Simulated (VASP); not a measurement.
The system is NaF.

```xyz
2
Lattice="0.0507 2.3479 2.3479 2.3479 0.0507 2.3479 2.3479 2.3479 0.0507" Properties=species:S:1:pos:R:3 pbc="T T T"
Na    0.0000    0.0000    0.0000
F     2.3732    2.3732    2.3732
```

This cell differs from its parent crystal: strain along [111] +3.3%.

Base run:

```yaml
Program: VASP 6.6.1
Functional: PBE
Potentials_or_basis: VASP PAW PBE potentials, release 64 (Na_pv, F)
Cutoff: 520 eV
k_mesh: 10 × 10 × 10
Occupations: fermi-dirac, width 0.02 eV
Spin: no spin polarisation
```

Its results: band gap on the k mesh 6.23 eV; pressure 1.6 GPa.

Q: The run is repeated on the same cell with these changes: functional from PBE to r2SCAN; occupations from fermi-dirac, width 0.02 eV to gaussian, width 0.01 eV. What comes out?

A: Band gap on the k mesh 7.10 eV; pressure -2.2 GPa.

Caveats: the PAW data sets were made with another functional, which shifts forces and pressure a little (at least some runs).

A k mesh can miss the band edges.
